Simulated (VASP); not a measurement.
Runs of VASP 6.6.1 on Ge. The structure is that of space group Pm-3m (No. 221), or close to it. The cells are those of the table. 

```tsv
task	cell	cutoff (eV)	gap on the mesh (eV)	pressure (GPa)
relaxation of cell and atoms	relaxed to 10 GPa from a = 2.680 Å, 1 atom	600	none	10.1
single point	a = 2.710 Å, 1 atom	520	none	(a)
single point	a = 2.651 Å, 1 atom	520	none	4.8
relaxation of cell and atoms	relaxed to 20 GPa from a = 2.680 Å, 1 atom	600	none	19.8
single point	a = 2.542 Å, 1 atom	520	none	19.9
```

Alike in all rows: level PBE; potentials or basis VASP PAW PBE potentials, release 64 (Ge_d); no spin polarisation; k mesh 15 × 15 × 15; smearing methfessel-paxton 0.05 eV.

Q: Estimate the missing entries.

A: (a) -0.1.

Caveats: the cell is relaxed towards a set pressure, so the enthalpy falls and the energy may rise (some runs).

A k mesh can miss the band edges, and the runs leave out spin-orbit coupling on Ge.

A gap of «none» marks levels without a gap at the run's occupations.
